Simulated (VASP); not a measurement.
TiB2:

```xyz
3
Lattice="3.0321 0.0000 0.0000 -1.5161 2.6259 0.0000 0.0000 0.0000 3.2234" Properties=species:S:1:pos:R:3 pbc="T T T"
Ti    0.0000    0.0000    0.0000
B     0.0000    1.7506    1.6117
B     1.5161    0.8753    1.6117
```

| Property | Result |
| --- | --- |
| Program | VASP 6.6.1 |
| Task | relaxation of cell and atoms |
| Functional | PBEsol |
| Potentials or basis | VASP PAW PBE potentials, release 64 (Ti_sv, B) |
| Cutoff | 600 eV |
| k mesh | 15 × 15 × 14 |
| Occupations | gaussian, width 0.1 eV |
| Spin | no spin polarisation |

At the start: pressure -5.0 GPa; volume 8.55 Å³/atom.

How do energy, volume and symmetry change on relaxing?

Over 4 steps the energy falls by 3.0 meV/atom and the volume is 8.38 Å³/atom (-2.0 %); space group P6/mmm (No. 191, to 0.1 Å) before and after.

Step by step:
| step | energy change (eV) | largest force (eV/Å) | pressure (GPa) | volume (Å³) |
| --- | --- | --- | --- | --- |
| 1 | 0.0000 | 0.0000 | -5.01 | 25.66 |
| 2 | -0.0016 | 0.0000 | 5.17 | 24.68 |
| 3 | -0.0086 | 0.0000 | 0.19 | 25.14 |
| 4 | -0.0091 | 0.0000 | 0.01 | 25.14 |

Final structure:
```
Ti B
1.0
     3.01879    0.00000    0.00000
    -1.50940    2.61435    0.00000
     0.00000    0.00000    3.18566
Ti B
1 2
Cartesian
  1.5094 2.6143 3.1857
  0.0000 1.7429 1.5928
  1.5094 0.8715 1.5928
```

Caveat: the PAW data sets were made with another functional, which shifts forces and pressure a little.
